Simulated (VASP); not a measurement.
# Co (Fd-3m) in VASP: relaxation of cell and atoms with PBE

Aim: the relaxation of cell and atoms of Co with PBE.

All numbers are computed with VASP 6.6.1; they aren't measurements. Logs are shortened: lines on timing, memory, paths and dates and some standing lists are left out, and cuts for length are marked.

### 1 The cell of the first run

It takes space group Fd-3m (No. 227, cubic). The conventional cell has a = 4.007 Å, b = 4.007 Å, c = 4.007 Å, α = 90.00°, β = 90.00°, γ = 90.00°. Within 2.3 Å of Co (site symmetry -43m) lie 4 Co at 1.74 Å.

This isn't the form of Co at room conditions, which is hcp.

### 2 Relaxation of cell and atoms, PBE, collinear spin, ferromagnetic start, target pressure 330 GPa, at which the enthalpy is minimised

INCAR

```
SYSTEM = Co
PREC = Accurate ; ENCUT = 600
EDIFF = 1E-6 ; ISMEAR = -1
SIGMA = 0.08 ; LREAL = .FALSE.
LASPH = .TRUE. ; NELM = 150
ALGO = Normal ; ISIF = 3
LWAVE = .FALSE. ; LCHARG = .FALSE.
ISPIN = 2 ; MAGMOM = 1.7 1.7
LORBIT = 11 ; LMAXMIX = 4
GGA = PE ; IBRION = 2
NSW = 32 ; EDIFFG = -0.005
PSTRESS = 3300.0
```

KPOINTS

```
Automatic mesh
0
G
  16 16 16
  0 0 0
```

POSCAR

```
Co
1.0
    0.0000000000      2.0035540329      2.0035540329
    2.0035540329      0.0000000000      2.0035540329
    2.0035540329      2.0035540329      0.0000000000
Co
2
Direct
   -0.1250000000     -0.1250000000     -0.1250000000
    0.1250000000      0.1250000000      0.1250000000
```

Potentials or basis: VASP PAW PBE potentials, release 64 (Co).

The run is started by

```sh
cat potpaw_PBE.64/Co/POTCAR > POTCAR
mpirun -np 1 vasp_std > vasp.out
```

OUTCAR:

```text
SYSTEM = Co
   PREC = Accurate
   ENCUT = 600
   EDIFF = 1E-6
   ISMEAR = -1
   LREAL = .FALSE.
   LASPH = .TRUE.
   NELM = 150
   ISIF = 3
   ISPIN = 2
   LORBIT = 11
   GGA = PE
   IBRION = 2
   NSW = 32
   EDIFFG = -0.005
   PSTRESS = 3300.0

 ion  position               nearest neighbor table
   1  0.875  0.875  0.875-   2 1.74   2 1.74   2 1.74   2 1.74
   2  0.125  0.125  0.125-   1 1.74   1 1.74   1 1.74   1 1.74

  LATTYP: Found a face centered cubic cell.
 ALAT       =     4.0071080658

  Lattice vectors:

 A1 = (   0.0000000000,   2.0035540329,   2.0035540329)
 A2 = (   2.0035540329,   0.0000000000,   2.0035540329)
 A3 = (   2.0035540329,   2.0035540329,   0.0000000000)

Analysis of symmetry for initial positions (statically):
=====================================================================
 Subroutine PRICEL returns:
 Original cell was already a primitive cell.

 Routine SETGRP: Setting up the symmetry group for a
 face centered cubic supercell.

 Subroutine GETGRP returns: Found 48 space group operations
 (whereof 12 operations were pure point group operations)
 out of a pool of 48 trial point group operations.

The static configuration has the point symmetry D_3d.
 The point group associated with its full space group is O_h .

Analysis of symmetry for dynamics (positions and initial velocities):
=====================================================================
 Subroutine PRICEL returns:
 Original cell was already a primitive cell.

 Routine SETGRP: Setting up the symmetry group for a
 face centered cubic supercell.

 Subroutine GETGRP returns: Found 48 space group operations
 (whereof 12 operations were pure point group operations)
 out of a pool of 48 trial point group operations.

The dynamic configuration has the point symmetry D_3d.
 The point group associated with its full space group is O_h .

Analysis of structural, dynamic, and magnetic symmetry:
=====================================================================
 Subroutine PRICEL returns:
 Original cell was already a primitive cell.

 Routine SETGRP: Setting up the symmetry group for a
 face centered cubic supercell.

 Subroutine GETGRP returns: Found 48 space group operations
 (whereof 12 operations were pure point group operations)
 out of a pool of 48 trial point group operations.

The overall configuration has the point symmetry D_3d.
 The point group associated with its full space group is O_h .

 Subroutine INISYM returns: Found 48 space group operations
 (whereof 12 operations are pure point group operations),
 and found     1 'primitive' translations

----------------------------------------------------------------------------------------

                                     Primitive cell

  volume of cell :      16.0854

  direct lattice vectors                    reciprocal lattice vectors
     0.000000000  2.003554033  2.003554033    -0.249556534  0.249556534  0.249556534
     2.003554033  0.000000000  2.003554033     0.249556534 -0.249556534  0.249556534
     2.003554033  2.003554033  0.000000000     0.249556534  0.249556534 -0.249556534

  length of vectors
     2.833453286  2.833453286  2.833453286     0.432244596  0.432244596  0.432244596

  position of ions in fractional coordinates (direct lattice)
     0.875000000  0.875000000  0.875000000
     0.125000000  0.125000000  0.125000000

  ion indices of the primitive-cell ions
   primitive index   ion index
                 1           1
                 2           2

----------------------------------------------------------------------------------------

 KPOINTS: Automatic mesh

Automatic generation of k-mesh.
 Grid dimensions read from file:
 generate k-points for:   16   16   16

 Generating k-lattice:

  Cartesian coordinates                     Fractional coordinates (reciprocal lattice)
    -0.015597283  0.015597283  0.015597283     0.062500000  0.000000000  0.000000000
     0.015597283 -0.015597283  0.015597283     0.000000000  0.062500000  0.000000000
     0.015597283  0.015597283 -0.015597283     0.000000000  0.000000000  0.062500000

  Length of vectors
     0.027015287  0.027015287  0.027015287

  Shift w.r.t. Gamma in fractional coordinates (k-lattice)
     0.000000000  0.000000000  0.000000000

 Subroutine IBZKPT returns following result:
 ===========================================

 Found    145 irreducible k-points:

 Following reciprocal coordinates:
            Coordinates               Weight
  0.000000  0.000000  0.000000      1.000000
  0.062500  0.000000  0.000000      8.000000
  0.125000  0.000000  0.000000      8.000000
  0.187500  0.000000  0.000000      8.000000
  0.250000  0.000000  0.000000      8.000000
  0.312500  0.000000  0.000000      8.000000
[... 16 lines left out ...]
 -0.125000  0.062500  0.000000     24.000000
 -0.062500  0.062500  0.000000     12.000000
 [... further k-points ...]
   k-points           NKPTS =    145   k-points in BZ     NKDIM =    145   number of bands    NBANDS=     15
   number of dos      NEDOS =    301   number of ions     NIONS =      2
   total plane-waves  NPLWV =  13824
   dimension x,y,z NGX =    24 NGY =   24 NGZ =   24
   dimension x,y,z NGXF=    48 NGYF=   48 NGZF=   48
   ions per type =               2
   NGX,Y,Z   is equivalent  to a cutoff of  14.08, 14.08, 14.08 a.u.
   NGXF,Y,Z  is equivalent  to a cutoff of  28.16, 28.16, 28.16 a.u.
 SYSTEM =  Co
   PREC   = accura    normal or accurate (medium, high low for compatibility)
   ISTART =      0    job   : 0-new  1-cont  2-samecut
   ICHARG =      2    charge: 1-file 2-atom 10-const
   ISPIN  =      2    spin polarized calculation?
   LNONCOLLINEAR =      F non collinear calculations
   LSORBIT =      F    spin-orbit coupling
   LASPH  =      T    aspherical Exc in radial PAW
   ENCUT  =  600.0 eV  44.10 Ry    6.64 a.u.   5.66  5.66  5.66*2*pi/ulx,y,z
   NELM   =    150;   NELMIN=  2; NELMDL= -5     # of ELM steps
   EDIFF  = 0.1E-05   stopping-criterion for ELM
   LREAL  =      F    real-space projection
   EDIFFG = -.5E-02   stopping-criterion for IOM
   NSW    =     32    number of steps for IOM
   IBRION =      2    ionic relax: 0-MD 1-quasi-New 2-CG
   NFREE  =      1    steps in history (QN), initial steepest desc. (CG)
   ISIF   =      3    stress and relaxation
   ISYM   =      2    0-nonsym 1-usesym 2-fastsym
   POTIM  = 0.5000    time-step for ionic-motion
   TEBEG  =    0.0;   TEEND  =   0.0 temperature during run
   PSTRESS= 3300.0 pullay stress
   NELECT =      18.0000    total number of electrons
   NUPDOWN=      -1.0000    fix difference up-down
   EMIN   =  10.00;   EMAX   =-10.00  energy-range for DOS
   EFERMI =   0.00;   METHOD = LEGACY
   ISMEAR =    -1;   SIGMA  =   0.08  broadening in eV -4-tet -1-fermi 0-gaus
   EFERMI_NEDOS =   21; number of points for ismear=-14 and -15
   IALGO  =     38    algorithm
   IMIX   =      4    mixing-type and parameters
     AMIX     =   0.40;   BMIX     =  1.00
     AMIX_MAG =   1.60;   BMIX_MAG =  1.00
  volume/ion in A,a.u.               =       8.04        54.27
  Fermi-wavevector in a.u.,A,eV,Ry     =   1.699631  3.211837 39.303763  2.888745
  Thomas-Fermi vector in A             =   2.779913
   LORBIT       =     11    0 simple, 1 ext, 2 COOP (PROOUT), +10 PAW based schemes
   GGA     = PE    functional components
   LHFCALC =     F    Hartree Fock is set to
   AEXX    =    0.0000 exact exchange contribution
   IVDW    =     0    specifies the selected vdW correction
   LEPSILON=     F    determine dielectric tensor
   LRPA    =     F    only Hartree local field effects (RPA)
 conjugate gradient relaxation of ions
 spin polarized calculation
  energy-cutoff  :      600.00
  volume of cell :       16.09
 maximum number of plane-waves:       548
   NGX = 11   NGY = 11   NGZ = 11

--------------------------------------- Ionic step        1  -------------------------------------------

 number of electron      17.9999995 magnetization       0.0009814

 number of electron      17.9999995 magnetization      -0.0002055

 Free energy of the ion-electron system (eV)
  ---------------------------------------------------
  ext. energy  EPLUGINS =         0.00000000
  ---------------------------------------------------
  free energy    TOTEN  =        -4.29904136 eV

  energy without entropy =       -4.26226683  energy(sigma->0) =       -4.28065409

------------------------ aborting loop because EDIFF is reached ----------------------------------------

  FORCE on cell =-STRESS in cart. coord.  units (eV):
  Direction    XX          YY          ZZ          XY          YZ          ZX
  --------------------------------------------------------------------------------------
  -------------------------------------------------------------------------------------
  Total       28.5241008     28.5241008     28.5241008     -0.0000000      0.0000000      0.0000000
  in kB     2841.1186589   2841.1186589   2841.1186589     -0.0000000      0.0000000      0.0000000
  external PRESSURE =    -458.8813411 kB  Pullay stress =    3300.0000000 kB
[... 225 lines left out ...]
--------------------------------------- Ionic step        7  -------------------------------------------

 number of electron      18.0000002 magnetization       0.0000000

 number of electron      18.0000002 magnetization      -0.0000000

 Free energy of the ion-electron system (eV)
  ---------------------------------------------------
  ext. energy  EPLUGINS =         0.00000000
  ---------------------------------------------------
  free energy    TOTEN  =        -3.00793589 eV

  energy without entropy =       -2.97292337  energy(sigma->0) =       -2.99042963

 E-fermi :  17.1956     XC(G=0): -15.2136

 val. band max:       17.1807275266   @ k =  -0.1875   0.1875   0.0625
 cond. band min:      17.2150897716   @ k =  -0.1875   0.1875   0.0000
 fundamental gap:      0.0343622450
 Fermi energy:        17.1955901804

 spin component 1

 k-point     1 :       0.0000    0.0000    0.0000
  band No.  band energies     occupation
      1       6.0277      1.00000
      2       9.8951      1.00000
      3       9.8951      1.00000
      4      11.2206      1.00000
      5      11.2206      1.00000
      6      11.2206      1.00000
      7      14.6880      1.00000
      8      14.6880      1.00000
      9      14.6880      1.00000
     10      18.2223      0.00000
     11      18.2223      0.00000
     12      36.4544      0.00000
     13      36.4544      0.00000
     14      36.4544      0.00000
     15      36.5595      0.00000
[... 399 lines left out ...]
      1       6.3640      1.00000
      2       9.6283      1.00000
      3       9.8840      1.00000
      4      11.2485      1.00000
      5      11.3492      1.00000
      6      11.5771      1.00000
      7      14.4214      1.00000
      8      14.5830      1.00000
      9      14.7738      1.00000
     10      18.1274      0.00001
     11      18.2803      0.00000
     12      33.2912      0.00000
     13      34.5916      0.00000
     14      36.7035      0.00000
     15      37.2392      0.00000

 [... further k-points ...]

 spin component 2

 k-point     1 :       0.0000    0.0000    0.0000
  band No.  band energies     occupation
      1       6.0277      1.00000
      2       9.8951      1.00000
      3       9.8951      1.00000
      4      11.2206      1.00000
      5      11.2206      1.00000
      6      11.2206      1.00000
      7      14.6880      1.00000
      8      14.6880      1.00000
      9      14.6880      1.00000
     10      18.2223      0.00000
     11      18.2223      0.00000
     12      36.4544      0.00000
     13      36.4544      0.00000
     14      36.4544      0.00000
     15      36.5595      0.00000
[... 443 lines left out ...]
  FREE ENERGIE OF THE ION-ELECTRON SYSTEM (eV)
  ---------------------------------------------------
  free  energy   TOTEN  =        -3.0079358943 eV

  energy  without entropy=       -2.9729233727  energy(sigma->0) =       -2.99042963

  enthalpy is  TOTEN    =        28.7329305873 eV   P V=       31.7408664815

 reached required accuracy - stopping structural energy minimisation

 total charge

# of ion       s       p       d       tot
------------------------------------------
    1        0.815   0.936   8.175   9.926
    2        0.815   0.936   8.175   9.926
--------------------------------------------------
tot          1.629   1.872  16.351  19.852

 magnetization (x)

# of ion       s       p       d       tot
------------------------------------------
    1        0.000   0.000  -0.000   0.000
    2        0.000   0.000  -0.000   0.000
--------------------------------------------------
tot          0.000   0.000  -0.000   0.000
```

Run time: 2.7 min. Hardware: 1 thread of Intel Xeon Platinum 8488C (Sapphire Rapids), shared host; peak memory 0.21 GiB.

What came out:

* Free energy: -3.0079 eV
* Relaxed volume: 7.71 Å³/atom
* Relaxed cell: a = 2.793 Å, b = 2.793 Å, c = 2.793 Å, α = 60.00°, β = 60.00°, γ = 60.00°
* Space group after relaxing (to 0.1 Å): Fd-3m (No. 227)
* Energy change on relaxing (the run minimises the enthalpy): +645.6 meV/atom
* Ionic steps: 7
* Pressure after relaxing: 330.0 GPa
* Band gap on the k mesh: zero (filled and empty bands overlap)
* Net moment: 0.00 μB per cell

Step by step:
```
step  energy change (eV)  largest force (eV/Å)  pressure (GPa)  volume (Å³)
   1              0.0000                0.0000          284.11        16.09
   2             15.2075                0.0000          831.63        11.30
   3              1.0610                0.0000          321.83        15.52
   4              1.2687                0.0000          329.21        15.42
   5              1.2956                0.0000          330.16        15.41
   6              1.2658                0.0000          329.09        15.42
   7              1.2911                0.0000          330.00        15.41
```

Final structure:
```yaml
crystal:
  lattice:
    - [0.00000, 1.97513, 1.97513]
    - [1.97513, 0.00000, 1.97513]
    - [1.97513, 1.97513, 0.00000]
  atoms:
    - { symbol: Co, position: [0.87500, 0.87500, 0.87500] }
    - { symbol: Co, position: [0.12500, 0.12500, 0.12500] }
```

Caveat: the cell is relaxed towards a set pressure, so the run minimises the enthalpy, not the energy; atoms lie so close that the PAW spheres overlap strongly, which falsifies energies and pressures; the moments typed at the start vanished in this run.

The gap in the log of VASP goes by the Fermi energy; the results here count the filled bands.